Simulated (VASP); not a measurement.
Runs of VASP 6.6.1 on C. The structure is that of space group R-3m (No. 166), or close to it. The cells are those of the table. 

| task | level | cell | k mesh | cutoff (eV) | pressure (GPa) | largest force (eV/Å) |
| --- | --- | --- | --- | --- | --- | --- |
| single point | PBE0 | a = 2.423, b = 2.423, c = 3.714 Å, angles 108.5, 108.5, 60.0°, 2 atoms | 8 × 8 × 4 | 520 | 10.6 | 0.01 |
| single point | PBE0 | a = 2.440, b = 2.440, c = 3.739 Å, angles 108.5, 108.5, 60.0°, 2 atoms | 6 × 6 × 4 | 520 | 4.3 | 0.06 |
| relaxation of cell and atoms | r2SCAN | relaxed from a = 2.456, b = 2.456, c = 3.765 Å, angles 108.5, 108.5, 60.0°, 2 atoms | 13 × 13 × 8 | 600 | -0.1 | - |
| single point | r2SCAN | a = 2.456, b = 2.456, c = 3.820 Å, angles 108.7, 108.7, 60.0°, 2 atoms | 13 × 13 × 8 | 520 | 0.6 | - |
| single point | PBE0 | a = 2.456, b = 2.456, c = 3.765 Å, angles 108.5, 108.5, 60.0°, 2 atoms | 6 × 6 × 4 | 520 | (c) | 0.06 |
| single point | PBE0 | a = 2.505, b = 2.505, c = 3.838 Å, angles 108.5, 108.5, 60.0°, 2 atoms | 6 × 6 × 4 | 520 | -16.0 | 0.05 |
| single point | PBE-based screened hybrid with 25 % exact exchange | a = 2.456, b = 2.456, c = 3.765 Å, angles 108.5, 108.5, 60.0°, 2 atoms | 7 × 7 × 4 | 520 | -1.2 | 0.01 |
| single point | RPBE | a = 2.477, b = 2.477, c = 5.033 Å, angles 103.9, 103.9, 60.0°, 2 atoms | 13 × 13 × 8 | 520 | 0.3 | - |
| single point | HSE06 | a = 2.456, b = 2.456, c = 3.765 Å, angles 108.5, 108.5, 60.0°, 2 atoms | 7 × 7 × 4 | 520 | (a) | 0.01 |
| single point | revPBE | a = 2.474, b = 2.474, c = 5.319 Å, angles 103.2, 103.2, 60.0°, 2 atoms | 13 × 13 × 8 | 520 | 0.3 | - |
| single point | PBE0 | a = 2.473, b = 2.473, c = 3.789 Å, angles 108.5, 108.5, 60.0°, 2 atoms | 6 × 6 × 4 | 520 | (b) | 0.06 |

Alike in all rows: no spin polarisation.

Q: Fill in the values left out.

A: (a) -1.4; (b) -6.8; (c) -1.5.

Caveats: some runs use coarse meshes; the PAW data sets were made with another functional, which shifts forces and pressure a little; this functional lacks dispersion, which binds the layers, so the pressure and a relaxed spacing across them are unreliable (at least some runs).
